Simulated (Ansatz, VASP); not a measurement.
**Two plane-wave programs on WS3**

```
CELL_PARAMETERS angstrom
6.36828 0.00000 0.00000
0.00000 6.36828 0.00000
0.00000 0.00000 6.56731
ATOMIC_POSITIONS crystal
W 0.50000 0.00000 0.91062
W 0.00000 0.50000 0.08938
S 0.25000 0.75000 0.00000
S 0.75000 0.75000 0.00000
S 0.75000 0.25000 0.00000
S 0.25000 0.25000 0.00000
S 0.50000 0.00000 0.58666
S 0.00000 0.50000 0.41334
```

Alike in both runs: task relaxation of cell and atoms; functional PBE; k mesh 6 × 6 × 6; occupations gaussian, width 0.1 eV; no spin polarisation.

|  | VASP | Ansatz |
| --- | --- | --- |
| version | VASP 6.6.1 | Ansatz 0.2.0 |
| potentials or method | VASP PAW PBE potentials, release 64 (W_sv, S), cutoff 600 eV | scalar-relativistic, plane waves, PAW |
| valence electrons in the cell | 64 | 64 |

VASP gave:

| Item | Value |
| --- | --- |
| relaxed volume (Å³/atom) | 33.29 |
| relaxed length of the cell vector where the two differ most in proportion (Å) | 6.565 |

Q: What did Ansatz give for the same quantities?

A: Relaxed volume (Å³/atom): 33.51; relaxed length of the cell vector where the two differ most in proportion (Å): 6.612.

Neither program's run includes spin-orbit coupling.
